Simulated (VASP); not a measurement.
Here is a VASP 6.6.1 calculation.

Contents of INCAR:

```
SYSTEM = CsI
  PREC = Accurate
  ENCUT = 500
  EDIFF = 1E-6
  ISMEAR = 0
  SIGMA = 0.01
  LREAL = .FALSE.
  LASPH = .TRUE.
  NELM = 120
  ALGO = Normal
  ISIF = 2
  LWAVE = .FALSE.
  LCHARG = .FALSE.
  GGA = PE
  NBANDS = 15
  GGA_COMPAT = .FALSE.
```

The input KPOINTS:

```
regular mesh
0
G
  4 4 4
  0 0 0
```

POSCAR

```
CsI
1.0
    4.6080831759      0.0000000000      0.0000000000
    0.0000000000      4.6080831759      0.0000000000
    0.0000000000      0.0000000000      4.6080831759
Cs I
1 1
Direct
    0.0000000000      0.0000000000      0.0000000000
    0.5000000000      0.5000000000      0.5000000000
```

Potentials or basis: VASP PAW PBE potentials, release 64 (Cs_sv, I).

Run with:

```sh
$ cat potpaw_PBE.64/Cs_sv/POTCAR potpaw_PBE.64/I/POTCAR > POTCAR
$ mpirun -np 1 vasp_std > vasp.out
```

Task: Estimate the pressure.

Result: 0.5 GPa.

Task: Estimate the band gap on the k mesh.

Result: 3.79 eV, indirect (least direct gap 3.88 eV).

Caveat: spin-orbit coupling is left out, which moves the levels of the heavy elements. A k mesh can miss the band edges.
